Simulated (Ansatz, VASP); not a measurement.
## BaTiO3: VASP beside Ansatz

Contents of INCAR:

```
SYSTEM = BaTiO3
PREC     = Accurate       ! precision mode
ENCUT    = 520            ! plane-wave cutoff, eV
EDIFF    = 1E-7           ! SCF threshold, eV
ISMEAR   = 0              ! smearing method
SIGMA    = 0.01           ! smearing width, eV
LREAL    = .FALSE.        ! projectors in reciprocal space
LASPH    = .TRUE.         ! aspherical terms in the spheres
NELM     = 150            ! most SCF steps
ALGO     = Normal         ! electronic algorithm
ISIF     = 2              ! what is computed and relaxed
LWAVE    = .FALSE.        ! write WAVECAR
LCHARG   = .TRUE.         ! write CHGCAR
LMAXMIX  = 4              ! l up to which the mixer works
LDAU     = .TRUE.         ! DFT+U
LDAUTYPE = 2            
LDAUL    = -1 2 -1        ! shell
LDAUU    = 0 2 0          ! U, eV
LDAUJ    = 0 0 0        
LDAUPRINT= 1            
GGA      = PE             ! functional
LELF     = .TRUE.         ! ELF
LVHAR    = .TRUE.       
NBANDS   = 28             ! bands
```

Contents of KPOINTS:

```
Automatic mesh
0
G
  4 4 4
  0 0 0
```

POSCAR

```
BaTiO3
1.0
    3.9998000000      0.0000000000      0.0000000000
    0.0000000000      3.9998000000      0.0000000000
    0.0000000000      0.0000000000      4.0180000000
Ba Ti O
1 1 3
Direct
    0.0000000000      0.0000000000      0.0000000000
    0.5000000000      0.5000000000      0.4900000000
    0.5000000000      0.5000000000      0.0190000000
    0.5000000000      0.0000000000      0.5170000000
    0.0000000000      0.5000000000      0.5170000000
```

Input for Ansatz:

```yaml
crystal:
  lattice:
    - [3.9998, 0.0, 0.0]
    - [0.0, 3.9998, 0.0]
    - [0.0, 0.0, 4.018]
  atoms:
    - { symbol: Ba, position: [0.0, 0.0, 0.0] }
    - { symbol: Ti, position: [0.5, 0.5, 0.49] }
    - { symbol: O, position: [0.5, 0.5, 0.019] }
    - { symbol: O, position: [0.5, 0.0, 0.517] }
    - { symbol: O, position: [0.0, 0.5, 0.517] }
basis:
  ecutwfc: 510.0
kpoints:
  mp_grid:
    grid: [4, 4, 4]
hamiltonian:
  xc: pbe
  hubbard:
    - { species: Ti, l: d, u_eff: 2.0 }
scf:
  convergence:
    dr2_threshold: 1.0e-10
  occupations:
    method: fixed
output:
  eigenvalues: true
```

Alike in both runs: task single point; functional PBE; k mesh 4 × 4 × 4; no spin polarisation; Hubbard terms Ti d U = 2.0 eV.

|  | VASP | Ansatz |
| --- | --- | --- |
| version | VASP 6.6.1 | Ansatz 0.2.0 |
| potentials or method | VASP PAW PBE potentials, release 64 (Ba_sv, Ti_sv, O), cutoff 520 eV | plane waves, PAW |
| occupations | gaussian, width 0.01 eV | fixed |
| valence electrons in the cell | 40 | 40 |

|  | VASP | Ansatz | Ansatz less VASP |
| --- | --- | --- | --- |
| gap on the k mesh at the Fermi level (eV) | 1.99 | 2.04 | +0.050 |

The programs project onto different local orbitals, so the same U acts differently, and such runs can settle in different states.

Spin-orbit coupling is off throughout.
